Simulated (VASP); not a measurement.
LiF (Griceite), 2 atoms in the cell. Symmetry: Fm-3m, No. 225, cubic system. Conventional cell: a = 4.068 Å, b = 4.068 Å, c = 4.068 Å, α = 90.00°, β = 90.00°, γ = 90.00°. Li (site symmetry m-3m) has 6 F at 2.03 Å within 2.7 Å. F (site symmetry m-3m) has 6 Li at 2.03 Å within 2.7 Å. 

```yaml
Program: VASP 6.6.1
Task: single point
Functional: r2SCAN
Potentials_or_basis: VASP PAW PBE potentials, release 64 (Li_sv, F)
Cutoff: 520 eV
k_mesh: 12 × 12 × 12
Occupations: fermi-dirac, width 0.02 eV
Spin: no spin polarisation
Dipole_correction: no
Further_INCAR_settings: ALGO = Normal; EDIFF = 1e-06; NBANDS = 12
```

Potentials or basis: VASP PAW PBE potentials, release 64 (Li_sv, F).

Launch:

```sh
$ cat potpaw_PBE.64/Li_sv/POTCAR potpaw_PBE.64/F/POTCAR > POTCAR
$ cp INCAR.step1 INCAR
$ mpirun -np 1 vasp_std > vasp.out
$ cp INCAR.step2 INCAR
$ mpirun -np 1 vasp_std > vasp.out
```

Hardware: 1 thread of Intel(R) Xeon(R) 6975P-C (Granite Rapids), with other jobs on the host.

**Question.** How long does it take, and how much memory?

**Answer.** Wall time 23 s on 1 thread of Intel(R) Xeon(R) 6975P-C (Granite Rapids), on a shared host, peak memory 0.14 GiB. Counts: k points 72.
